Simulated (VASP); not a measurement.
# Pd (P6_3/mmc) in VASP: notebook

The runs below take Pd through single point, with PBE.

Everything below comes from runs of VASP 6.6.1. Logs are shortened: lines on timing, memory, paths and dates and some standing lists are left out, and cuts for length are marked.

## Step 1: The cell of the first run

It takes space group P6_3/mmc (No. 194, hexagonal). The conventional cell has a = 2.668 Å, b = 2.668 Å, c = 8.792 Å, α = 90.00°, β = 90.00°, γ = 120.00°. Pd (site symmetry -3m) has 12 Pd at 2.67 to 2.68 Å within 3.5 Å. Pd (site symmetry -6m2) has 12 Pd at 2.67 to 2.68 Å within 3.5 Å.

This isn't the form of Pd at room conditions, which is fcc.

## Step 2: Single point, PBE (13.55 Å³/atom)

INCAR reads:

```
SYSTEM = Pd
PREC     = Accurate       ! precision mode
ENCUT    = 520            ! plane-wave cutoff, eV
EDIFF    = 1E-6           ! SCF threshold, eV
ISMEAR   = -1             ! smearing method
SIGMA    = 0.1            ! smearing width, eV
LREAL    = .False.        ! projectors in reciprocal space
LASPH    = .True.         ! aspherical terms in the spheres
NELM     = 100            ! most SCF steps
ALGO     = Normal         ! electronic algorithm
ISIF     = 2              ! what is computed and relaxed
LWAVE    = .False.        ! write WAVECAR
LCHARG   = .False.        ! write CHGCAR
GGA      = PE             ! functional
NBANDS   = 28             ! bands
```

KPOINTS reads:

```
Automatic mesh
0
Gamma
  17 17 5
  0 0 0
```

POSCAR reads:

```
Pd
1.0
    2.6675879156      0.0000000000      0.0000000000
   -1.3337939578      2.3101989017      0.0000000000
    0.0000000000      0.0000000000      8.7920166372
Pd
4
Direct
    0.0000000000      0.0000000000      1.0000000000
    0.0000000000      1.0000000000      0.5000000000
    0.3333333333      0.6666666667      0.2500000000
    0.6666666667      0.3333333333      0.7500000000
```

Potentials or basis: VASP PAW PBE potentials, release 64 (Pd).

Launch:

```bash
$ cat potpaw_PBE.64/Pd/POTCAR > POTCAR
$ mpirun -np 1 vasp_std > vasp.out
```

OUTCAR:

```text
SYSTEM = Pd
   PREC = Accurate
   ENCUT = 520
   EDIFF = 1E-6
   ISMEAR = -1
   LREAL = .False.
   LASPH = .True.
   NELM = 100
   ISIF = 2
   GGA = PE

 ion  position               nearest neighbor table
   1  0.000  0.000  0.000-   3 2.68   4 2.68   3 2.68   4 2.68   4 2.68   3 2.68
   2  0.000  0.000  0.500-   3 2.68   4 2.68   3 2.68   4 2.68   4 2.68   3 2.68
   3  0.333  0.667  0.250-   1 2.68   2 2.68   1 2.68   2 2.68   1 2.68   2 2.68
   4  0.667  0.333  0.750-   1 2.68   2 2.68   1 2.68   2 2.68   1 2.68   2 2.68

  LATTYP: Found a hexagonal cell.
 ALAT       =     2.6675879156
 C/A-ratio  =     3.2958676210

  Lattice vectors:

 A1 = (   2.6675879156,   0.0000000000,   0.0000000000)
 A2 = (  -1.3337939578,   2.3101989017,   0.0000000000)
 A3 = (   0.0000000000,   0.0000000000,   8.7920166372)

Analysis of symmetry for initial positions (statically):
=====================================================================
 Subroutine PRICEL returns:
 Original cell was already a primitive cell.

 Routine SETGRP: Setting up the symmetry group for a
 hexagonal supercell.

 Subroutine GETGRP returns: Found 24 space group operations
 (whereof 12 operations were pure point group operations)
 out of a pool of 24 trial point group operations.

The static configuration has the point symmetry D_3d.
 The point group associated with its full space group is D_6h.

Analysis of symmetry for dynamics (positions and initial velocities):
=====================================================================
 Subroutine PRICEL returns:
 Original cell was already a primitive cell.

 Routine SETGRP: Setting up the symmetry group for a
 hexagonal supercell.

 Subroutine GETGRP returns: Found 24 space group operations
 (whereof 12 operations were pure point group operations)
 out of a pool of 24 trial point group operations.

The dynamic configuration has the point symmetry D_3d.
 The point group associated with its full space group is D_6h.

 Subroutine INISYM returns: Found 24 space group operations
 (whereof 12 operations are pure point group operations),
 and found     1 'primitive' translations

----------------------------------------------------------------------------------------

                                     Primitive cell

  volume of cell :      54.1822

  direct lattice vectors                    reciprocal lattice vectors
     2.667587916  0.000000000  0.000000000     0.374870494  0.216431581  0.000000000
    -1.333793958  2.310198902  0.000000000     0.000000000  0.432863161  0.000000000
[... 90 lines left out ...]
   LREAL  =      F    real-space projection
   EDIFFG = 0.1E-04   stopping-criterion for IOM
   NSW    =      0    number of steps for IOM
   IBRION =     -1    ionic relax: 0-MD 1-quasi-New 2-CG
   NFREE  =      0    steps in history (QN), initial steepest desc. (CG)
   ISIF   =      2    stress and relaxation
   ISYM   =      2    0-nonsym 1-usesym 2-fastsym
   POTIM  = 0.5000    time-step for ionic-motion
   TEBEG  =    0.0;   TEEND  =   0.0 temperature during run
   PSTRESS=    0.0 pullay stress
   NELECT =      40.0000    total number of electrons
   NUPDOWN=      -1.0000    fix difference up-down
   EMIN   =  10.00;   EMAX   =-10.00  energy-range for DOS
   EFERMI =   0.00;   METHOD = LEGACY
   ISMEAR =    -1;   SIGMA  =   0.10  broadening in eV -4-tet -1-fermi 0-gaus
   EFERMI_NEDOS =   21; number of points for ismear=-14 and -15
   IALGO  =     38    algorithm
   IMIX   =      4    mixing-type and parameters
     AMIX     =   0.40;   BMIX     =  1.00
     AMIX_MAG =   1.60;   BMIX_MAG =  1.00
  volume/ion in A,a.u.               =      13.55        91.41
  Fermi-wavevector in a.u.,A,eV,Ry     =   1.479594  2.796028 29.785861  2.189199
  Thomas-Fermi vector in A             =   2.593733
   LORBIT       =      0    0 simple, 1 ext, 2 COOP (PROOUT), +10 PAW based schemes
   GGA     = PE    functional components
   LHFCALC =     F    Hartree Fock is set to
   AEXX    =    0.0000 exact exchange contribution
   IVDW    =     0    specifies the selected vdW correction
   LEPSILON=     F    determine dielectric tensor
   LRPA    =     F    only Hartree local field effects (RPA)
 non-spin polarized calculation
  energy-cutoff  :      520.00
  volume of cell :       54.18
 maximum number of plane-waves:      1491
 NGX is ok and might be reduce to    20
   NGX =  9   NGY =  9   NGZ = 33

 number of electron      39.9999998 magnetization

 Free energy of the ion-electron system (eV)
  ---------------------------------------------------
  ext. energy  EPLUGINS =         0.00000000
  ---------------------------------------------------
  free energy    TOTEN  =       -20.37402796 eV

  energy without entropy =      -20.13151004  energy(sigma->0) =      -20.25276900

 E-fermi :  11.3253     XC(G=0): -13.7240

 val. band max:       11.3252639997   @ k =   0.2353   0.0588   0.2000
 cond. band min:      11.3260186099   @ k =   0.4706   0.0000   0.4000
 fundamental gap:      0.0007546101
 Fermi energy:        11.3253136658

 k-point     1 :       0.0000    0.0000    0.0000
  band No.  band energies     occupation
      1       3.4739      2.00000
      2       5.2053      2.00000
      3       5.2157      2.00000
      4       5.2927      2.00000
      5       7.9754      2.00000
      6       7.9782      2.00000
[... 733 lines left out ...]
     27      24.5429      0.00000
     28      26.4454      0.00000

 [... further k-points ...]

------------------------ aborting loop because EDIFF is reached ----------------------------------------

  FORCE on cell =-STRESS in cart. coord.  units (eV):
  Direction    XX          YY          ZZ          XY          YZ          ZX
  --------------------------------------------------------------------------------------
  -------------------------------------------------------------------------------------
  Total       10.0475630     10.0475630      9.7916168      0.0000000      0.0000000     -0.0000000
  in kB      297.1082464    297.1082463    289.5398696      0.0000000      0.0000000     -0.0000000
  external PRESSURE =     294.5854541 kB  Pullay stress =       0.0000000 kB

 VOLUME and BASIS-vectors are now :
 -----------------------------------------------------------------------------
  energy-cutoff  :      520.00
  volume of cell :       54.18
      direct lattice vectors                 reciprocal lattice vectors
     2.667587916  0.000000000  0.000000000     0.374870494  0.216431581  0.000000000
    -1.333793958  2.310198902  0.000000000     0.000000000  0.432863161  0.000000000
     0.000000000  0.000000000  8.792016637     0.000000000  0.000000000  0.113739548

 POSITION                                       TOTAL-FORCE (eV/Angst)
 -----------------------------------------------------------------------------------
      0.00000      0.00000      0.00000        -0.000000      0.000000      0.000000
      0.00000      0.00000      4.39601        -0.000000      0.000000      0.000000
     -0.00000      1.54013      2.19800        -0.000000      0.000000     -0.000000
      1.33379      0.77007      6.59401         0.000000      0.000000      0.000000
 -----------------------------------------------------------------------------------
    total drift:                                0.000000     -0.000000      0.000000

  FREE ENERGIE OF THE ION-ELECTRON SYSTEM (eV)
  ---------------------------------------------------
  free  energy   TOTEN  =       -20.3740279552 eV

  energy  without entropy=      -20.1315100392  energy(sigma->0) =      -20.25276900
```

Run time: 67 s. Hardware: 1 thread of Intel Xeon 6975P-C (Granite Rapids), shared host; peak memory 0.25 GiB.

What came out:

* Free energy: -20.3740 eV
* Pressure: 29.5 GPa
* Band gap on the k mesh: zero (bands 20 and 21 overlap by 1.10 eV)

Caveat: the cell stands under pressure.

[end of part 1 of 2]
